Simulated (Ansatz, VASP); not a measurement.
## Al5Te2O in VASP and in Ansatz

The input INCAR:

```
ALGO = Normal
EDIFF = 1E-6
ENCUT = 520
GGA = PE
ISIF = 2
ISMEAR = 0
LASPH = T
LCHARG = F
LREAL = F
LWAVE = F
NBANDS = 26
NELM = 100
PREC = Accurate
SIGMA = 0.1
```

Contents of KPOINTS:

```
k-points
0
Gamma
  4 4 2
```

File POSCAR:

```
Al5Te2O
1.0
    4.0686098200      0.0000000000      0.0000000000
    0.0000000000      4.0686098200      0.0000000000
    0.0000000000      0.0000000000      8.8836063600
Al Te O
5 2 1
Direct
    0.0000000000      0.5000000000      0.2611329900
    0.5000000000      0.0000000000      0.7388670100
    0.5000000000      0.0000000000      0.2611329900
    0.0000000000      0.5000000000      0.7388670100
    0.5000000000      0.5000000000      0.0000000000
    0.0000000000      0.0000000000      0.0000000000
    0.5000000000      0.5000000000      0.5000000000
    0.0000000000      0.0000000000      0.5000000000
```

Input for Ansatz:

```yaml
crystal:
  lattice:
    - [4.06860982, 0.0, 0.0]
    - [0.0, 4.06860982, 0.0]
    - [0.0, 0.0, 8.88360636]
  atoms:
    - { symbol: Al, position: [0.0, 0.5, 0.26113299] }
    - { symbol: Al, position: [0.5, 0.0, 0.73886701] }
    - { symbol: Al, position: [0.5, 0.0, 0.26113299] }
    - { symbol: Al, position: [0.0, 0.5, 0.73886701] }
    - { symbol: Al, position: [0.5, 0.5, 0.0] }
    - { symbol: Te, position: [0.0, 0.0, 0.0] }
    - { symbol: Te, position: [0.5, 0.5, 0.5] }
    - { symbol: O, position: [0.0, 0.0, 0.5] }
basis:
  ecutwfc: 420
kpoints:
  mp_grid: { grid: [4, 4, 2] }
hamiltonian:
  xc: pbe
scf:
  occupations: { method: gaussian, width: 0.1 }
  lower_state_search: "off"
output:
  forces: true
  stress: true
  eigenvalues: true
```

Change from the starting cell: species swapped into the Al5CuW2 type (P4/mmm, No. 123).

Alike in both runs: task single point; functional PBE; k mesh 4 × 4 × 2; occupations gaussian, width 0.1 eV; no spin polarisation.

|  | VASP | Ansatz |
| --- | --- | --- |
| version | VASP 6.6.1 | Ansatz 0.2.0 |
| potentials or method | VASP PAW PBE potentials, release 64 (Al, Te, O), cutoff 520 eV | scalar-relativistic, plane waves, PAW |
| valence electrons in the cell | 33 | 53 |

```tsv
	VASP	Ansatz	Ansatz less VASP
gap on the k mesh at the Fermi level (eV)	none	none	-
pressure (GPa)	2.2	2.2	+0.01
traceless stress, the component that is largest in VASP (GPa)	-3.58	-3.62	-0.037
rms of the force components (eV/Å)	0.197	0.198	+0.0009
```

Atom by atom the forces differ by 0.001 eV/Å (rms over components). A gap of «none» marks a metal or a gap that the smearing closes. With one functional, cell and mesh, what is left measures potentials, basis and numerics. VASP's potentials hold 33 valence electrons a cell and Ansatz's 53, so a difference there can come from the potentials and not from the codes.

The k mesh is coarse, so the values compare programs but aren't converged. Neither program's run includes spin-orbit coupling.
